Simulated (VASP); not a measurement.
# ZnS (F-43m) in VASP: further runs, part 3 of 4

VASP 6.6.1. The steps go on from the part before.

### Step 4. Single point, PBEsol (volume scaled by 0.98)

Input file INCAR:

```
PREC     = Accurate       # precision mode
ENCUT    = 520            # plane-wave cutoff, eV
EDIFF    = 1E-6           # SCF threshold, eV
ISMEAR   = -1             # smearing method
SIGMA    = 0.01           # smearing width, eV
LREAL    = False          # projectors in reciprocal space
LASPH    = True           # aspherical terms in the spheres
NELM     = 60             # most SCF steps
ALGO     = Normal         # electronic algorithm
ISIF     = 2              # what is computed and relaxed
LWAVE    = False          # write WAVECAR
LCHARG   = False          # write CHGCAR
GGA      = PS             # functional
NBANDS   = 16             # bands
```

Input file KPOINTS:

```
Automatic mesh
0
Gamma
  8 8 8
```

Input file POSCAR:

```
ZnS
1.0
    0.0000000000      2.6864974396      2.6864974396
    2.6864974396      0.0000000000      2.6864974396
    2.6864974396      2.6864974396      0.0000000000
Zn S
1 1
Direct
    0.0000000000      0.0000000000      0.0000000000
    0.7500000000      0.7500000000      0.7500000000
```

Potentials or basis: VASP PAW PBE potentials, release 64 (Zn, S).

On the command line:

```bash
$ cat potpaw_PBE.64/Zn/POTCAR potpaw_PBE.64/S/POTCAR > POTCAR
$ mpirun -np 1 vasp_std > vasp.out
```

OUTCAR:

```text
PREC = Accurate
   ENCUT = 520
   EDIFF = 1E-6
   ISMEAR = -1
   LREAL = False
   LASPH = True
   NELM = 60
   ISIF = 2
   GGA = PS

 ion  position               nearest neighbor table
   1  0.000  0.000  0.000-   2 2.33   2 2.33   2 2.33   2 2.33
   2  0.750  0.750  0.750-   1 2.33   1 2.33   1 2.33   1 2.33

  LATTYP: Found a face centered cubic cell.
 ALAT       =     5.3729948792

  Lattice vectors:

 A1 = (   0.0000000000,   2.6864974396,   2.6864974396)
 A2 = (   2.6864974396,   0.0000000000,   2.6864974396)
 A3 = (   2.6864974396,   2.6864974396,   0.0000000000)

Analysis of symmetry for initial positions (statically):
=====================================================================
 Subroutine PRICEL returns:
 Original cell was already a primitive cell.

 Routine SETGRP: Setting up the symmetry group for a
 face centered cubic supercell.

 Subroutine GETGRP returns: Found 24 space group operations
 (whereof 24 operations were pure point group operations)
 out of a pool of 48 trial point group operations.

The static configuration has the point symmetry T_d .

Analysis of symmetry for dynamics (positions and initial velocities):
=====================================================================
 Subroutine PRICEL returns:
 Original cell was already a primitive cell.

 Routine SETGRP: Setting up the symmetry group for a
 face centered cubic supercell.

 Subroutine GETGRP returns: Found 24 space group operations
 (whereof 24 operations were pure point group operations)
 out of a pool of 48 trial point group operations.

The dynamic configuration has the point symmetry T_d .

 Subroutine INISYM returns: Found 24 space group operations
 (whereof 24 operations are pure point group operations),
 and found     1 'primitive' translations

----------------------------------------------------------------------------------------

[... 109 lines left out ...]
   IALGO  =     38    algorithm
   IMIX   =      4    mixing-type and parameters
     AMIX     =   0.40;   BMIX     =  1.00
     AMIX_MAG =   1.60;   BMIX_MAG =  1.00
  volume/ion in A,a.u.               =      19.39       130.84
  Fermi-wavevector in a.u.,A,eV,Ry     =   1.267562  2.395345 21.860666  1.606714
  Thomas-Fermi vector in A             =   2.400703
   LORBIT       =      0    0 simple, 1 ext, 2 COOP (PROOUT), +10 PAW based schemes
   GGA     = PS    functional components
   LHFCALC =     F    Hartree Fock is set to
   AEXX    =    0.0000 exact exchange contribution
   IVDW    =     0    specifies the selected vdW correction
   LEPSILON=     F    determine dielectric tensor
   LRPA    =     F    only Hartree local field effects (RPA)
 non-spin polarized calculation
  energy-cutoff  :      520.00
  volume of cell :       38.78
 maximum number of plane-waves:      1056
   NGX = 15   NGY = 15   NGZ = 15

 number of electron      18.0000011 magnetization

 Free energy of the ion-electron system (eV)
  ---------------------------------------------------
  ext. energy  EPLUGINS =         0.00000000
  ---------------------------------------------------
  free energy    TOTEN  =        -7.58832541 eV

  energy without entropy =       -7.58832541  energy(sigma->0) =       -7.58832541

 E-fermi :   2.4368     XC(G=0):  -9.9311

 val. band max:        2.1760541657   @ k =   0.0000   0.0000   0.0000
 cond. band min:       4.2284244484   @ k =   0.0000   0.0000   0.0000
 fundamental gap:      2.0523702826
 Fermi energy:         2.4368263121

 k-point     1 :       0.0000    0.0000    0.0000
  band No.  band energies     occupation
      1     -11.1016      2.00000
      2      -4.2670      2.00000
      3      -4.2670      2.00000
      4      -4.2670      2.00000
      5      -3.7472      2.00000
      6      -3.7472      2.00000
[... 433 lines left out ...]
      3      -4.0768      2.00000
      4      -3.8107      2.00000
      5      -3.7350      2.00000
      6      -3.4673      2.00000
[... 8 lines left out ...]
     15      15.5933      0.00000
     16      16.4689      0.00000

 [... further k-points ...]

------------------------ aborting loop because EDIFF is reached ----------------------------------------

  FORCE on cell =-STRESS in cart. coord.  units (eV):
  Direction    XX          YY          ZZ          XY          YZ          ZX
  --------------------------------------------------------------------------------------
  -------------------------------------------------------------------------------------
  Total       -0.1250323     -0.1250323     -0.1250323      0.0000000     -0.0000000      0.0000000
  in kB       -5.1658697     -5.1658697     -5.1658697      0.0000000     -0.0000000      0.0000000
  external PRESSURE =      -5.1658697 kB  Pullay stress =       0.0000000 kB

 VOLUME and BASIS-vectors are now :
 -----------------------------------------------------------------------------
  energy-cutoff  :      520.00
  volume of cell :       38.78
      direct lattice vectors                 reciprocal lattice vectors
     0.000000000  2.686497440  2.686497440    -0.186115941  0.186115941  0.186115941
     2.686497440  0.000000000  2.686497440     0.186115941 -0.186115941  0.186115941
     2.686497440  2.686497440  0.000000000     0.186115941  0.186115941 -0.186115941

 POSITION                                       TOTAL-FORCE (eV/Angst)
 -----------------------------------------------------------------------------------
      0.00000      0.00000      0.00000        -0.000000     -0.000000     -0.000000
      4.02975      4.02975      4.02975         0.000000      0.000000      0.000000
 -----------------------------------------------------------------------------------
    total drift:                               -0.000002     -0.000002     -0.000001

  FREE ENERGIE OF THE ION-ELECTRON SYSTEM (eV)
  ---------------------------------------------------
  free  energy   TOTEN  =        -7.5883254121 eV

  energy  without entropy=       -7.5883254121  energy(sigma->0) =       -7.58832541
```

Run time: 22 s. Hardware: 1 thread of Intel Xeon 8259CL, shared host; peak memory 0.16 GiB.

Results:

- Free energy: -7.5883 eV
- Pressure: -0.5 GPa
- Band gap on the k mesh: 2.05 eV, direct

Caveat: the PAW data sets were made with another functional, which shifts forces and pressure a little.

### Step 5. Single point, PBEsol (volume scaled by 0.96)

Input file INCAR:

```
ALGO     = Normal         # electronic algorithm
EDIFF    = 1E-7           # SCF threshold, eV
ENCUT    = 520            # plane-wave cutoff, eV
GGA      = PS             # functional
ISIF     = 2              # what is computed and relaxed
ISMEAR   = -1             # smearing method
LASPH    = True           # aspherical terms in the spheres
LCHARG   = True           # write CHGCAR
LELF     = True           # ELF
LREAL    = False          # projectors in reciprocal space
LVHAR    = True         
LWAVE    = False          # write WAVECAR
NBANDS   = 16             # bands
NELM     = 80             # most SCF steps
PREC     = Accurate       # precision mode
SIGMA    = 0.01           # smearing width, eV
```

Input file KPOINTS:

```
k-points
0
Gamma
  8 8 8
```

Input file POSCAR:

```
ZnS
1.0
    0.0000000000      2.6680961947      2.6680961947
    2.6680961947      0.0000000000      2.6680961947
    2.6680961947      2.6680961947      0.0000000000
Zn S
1 1
Direct
    0.0000000000      0.0000000000      0.0000000000
    0.7500000000      0.7500000000      0.7500000000
```

Potentials or basis: VASP PAW PBE potentials, release 64 (Zn, S).

On the command line:

```bash
$ cat potpaw_PBE.64/Zn/POTCAR potpaw_PBE.64/S/POTCAR > POTCAR
$ mpirun -np 1 vasp_std > vasp.out
```

OUTCAR:

```text
EDIFF = 1E-7
   ENCUT = 520
   GGA = PS
   ISIF = 2
   ISMEAR = -1
   LASPH = True
   LREAL = False
   NELM = 80
   PREC = Accurate

 ion  position               nearest neighbor table
   1  0.000  0.000  0.000-   2 2.31   2 2.31   2 2.31   2 2.31
   2  0.750  0.750  0.750-   1 2.31   1 2.31   1 2.31   1 2.31

  LATTYP: Found a face centered cubic cell.
 ALAT       =     5.3361923894

  Lattice vectors:

 A1 = (   0.0000000000,   2.6680961947,   2.6680961947)
 A2 = (   2.6680961947,   0.0000000000,   2.6680961947)
 A3 = (   2.6680961947,   2.6680961947,   0.0000000000)

Analysis of symmetry for initial positions (statically):
=====================================================================
 Subroutine PRICEL returns:
 Original cell was already a primitive cell.

 Routine SETGRP: Setting up the symmetry group for a
 face centered cubic supercell.

 Subroutine GETGRP returns: Found 24 space group operations
 (whereof 24 operations were pure point group operations)
 out of a pool of 48 trial point group operations.

The static configuration has the point symmetry T_d .

Analysis of symmetry for dynamics (positions and initial velocities):
=====================================================================
 Subroutine PRICEL returns:
 Original cell was already a primitive cell.

 Routine SETGRP: Setting up the symmetry group for a
 face centered cubic supercell.

 Subroutine GETGRP returns: Found 24 space group operations
 (whereof 24 operations were pure point group operations)
 out of a pool of 48 trial point group operations.

The dynamic configuration has the point symmetry T_d .

 Subroutine INISYM returns: Found 24 space group operations
 (whereof 24 operations are pure point group operations),
 and found     1 'primitive' translations

----------------------------------------------------------------------------------------

[... 108 lines left out ...]
   EFERMI_NEDOS =   21; number of points for ismear=-14 and -15
   IALGO  =     38    algorithm
   IMIX   =      4    mixing-type and parameters
     AMIX     =   0.40;   BMIX     =  1.00
     AMIX_MAG =   1.60;   BMIX_MAG =  1.00
  volume/ion in A,a.u.               =      18.99       128.17
  Fermi-wavevector in a.u.,A,eV,Ry     =   1.276304  2.411865 22.163242  1.628952
  Thomas-Fermi vector in A             =   2.408968
   LORBIT       =      0    0 simple, 1 ext, 2 COOP (PROOUT), +10 PAW based schemes
   GGA     = PS    functional components
   LHFCALC =     F    Hartree Fock is set to
   AEXX    =    0.0000 exact exchange contribution
   IVDW    =     0    specifies the selected vdW correction
   LEPSILON=     F    determine dielectric tensor
   LRPA    =     F    only Hartree local field effects (RPA)
 non-spin polarized calculation
  energy-cutoff  :      520.00
  volume of cell :       37.99
 maximum number of plane-waves:      1036
   NGX = 13   NGY = 13   NGZ = 13

 number of electron      18.0000019 magnetization

 Free energy of the ion-electron system (eV)
  ---------------------------------------------------
  ext. energy  EPLUGINS =         0.00000000
  ---------------------------------------------------
  free energy    TOTEN  =        -7.58673843 eV

  energy without entropy =       -7.58673843  energy(sigma->0) =       -7.58673843

 E-fermi :   2.6120     XC(G=0): -10.0285

 val. band max:        2.3751681437   @ k =   0.0000   0.0000   0.0000
 cond. band min:       4.5178797198   @ k =   0.0000   0.0000   0.0000
 fundamental gap:      2.1427115762
 Fermi energy:         2.6120427936

 k-point     1 :       0.0000    0.0000    0.0000
  band No.  band energies     occupation
      1     -11.0534      2.00000
      2      -4.1581      2.00000
      3      -4.1581      2.00000
      4      -4.1581      2.00000
      5      -3.6131      2.00000
      6      -3.6131      2.00000
[... 433 lines left out ...]
      3      -3.9608      2.00000
      4      -3.6850      2.00000
      5      -3.6009      2.00000
      6      -3.3232      2.00000
[... 8 lines left out ...]
     15      15.8682      0.00000
     16      16.7644      0.00000

 [... further k-points ...]

------------------------ aborting loop because EDIFF is reached ----------------------------------------

  FORCE on cell =-STRESS in cart. coord.  units (eV):
  Direction    XX          YY          ZZ          XY          YZ          ZX
  --------------------------------------------------------------------------------------
  -------------------------------------------------------------------------------------
  Total        0.2691080      0.2691080      0.2691080     -0.0000000     -0.0000000     -0.0000000
  in kB       11.3501816     11.3501816     11.3501816     -0.0000000     -0.0000000     -0.0000000
  external PRESSURE =      11.3501816 kB  Pullay stress =       0.0000000 kB

 VOLUME and BASIS-vectors are now :
 -----------------------------------------------------------------------------
  energy-cutoff  :      520.00
  volume of cell :       37.99
      direct lattice vectors                 reciprocal lattice vectors
     0.000000000  2.668096195  2.668096195    -0.187399540  0.187399540  0.187399540
     2.668096195  0.000000000  2.668096195     0.187399540 -0.187399540  0.187399540
     2.668096195  2.668096195  0.000000000     0.187399540  0.187399540 -0.187399540

 POSITION                                       TOTAL-FORCE (eV/Angst)
 -----------------------------------------------------------------------------------
      0.00000      0.00000      0.00000         0.000000      0.000000      0.000000
      4.00214      4.00214      4.00214        -0.000000     -0.000000     -0.000000
 -----------------------------------------------------------------------------------
    total drift:                               -0.000002     -0.000002     -0.000002

  FREE ENERGIE OF THE ION-ELECTRON SYSTEM (eV)
  ---------------------------------------------------
  free  energy   TOTEN  =        -7.5867384301 eV

  energy  without entropy=       -7.5867384301  energy(sigma->0) =       -7.58673843
```

OSZICAR:

```text
N       E                     dE             d eps       ncg     rms          rms(c)
DAV:   1     0.893480482795E+02    0.89348E+02   -0.91788E+03   928   0.137E+03
DAV:   2    -0.207315650160E+01   -0.91421E+02   -0.85140E+02  1072   0.262E+02
DAV:   3    -0.793489627950E+01   -0.58617E+01   -0.58359E+01  1112   0.640E+01
DAV:   4    -0.799620091299E+01   -0.61305E-01   -0.61293E-01  1192   0.702E+00
DAV:   5    -0.799692338427E+01   -0.72247E-03   -0.72246E-03  1136   0.717E-01    0.717E+00
DAV:   6    -0.761110187275E+01    0.38582E+00   -0.79369E-01  1320   0.331E+01    0.560E+00
DAV:   7    -0.759026148998E+01    0.20840E-01   -0.24614E-01  1096   0.501E+00    0.268E+00
DAV:   8    -0.758687487164E+01    0.33866E-02   -0.55040E-03  1312   0.101E+00    0.627E-01
DAV:   9    -0.758666527166E+01    0.20960E-03   -0.99770E-04  1144   0.271E-01    0.909E-02
DAV:  10    -0.758674606781E+01   -0.80796E-04   -0.16147E-04  1112   0.930E-02    0.252E-02
DAV:  11    -0.758673811592E+01    0.79519E-05   -0.27589E-05  1256   0.455E-02    0.457E-03
DAV:  12    -0.758673845875E+01   -0.34283E-06   -0.33827E-06  1152   0.126E-02    0.328E-03
DAV:  13    -0.758673843008E+01    0.28670E-07   -0.11104E-07  1032   0.279E-03
   1 F= -.75867384E+01 E0= -.75867384E+01  d E =-.149284E-12
```

Run time: 26 s. Hardware: 1 thread of Intel Xeon 8259CL, shared host; peak memory 0.16 GiB.

What came out:

```
Free energy            : -7.5867 eV
Pressure               : 1.1 GPa
Band gap on the k mesh : 2.14 eV, direct
```

Caveat: the PAW data sets were made with another functional, which shifts forces and pressure a little.

[end of part 3 of 4]
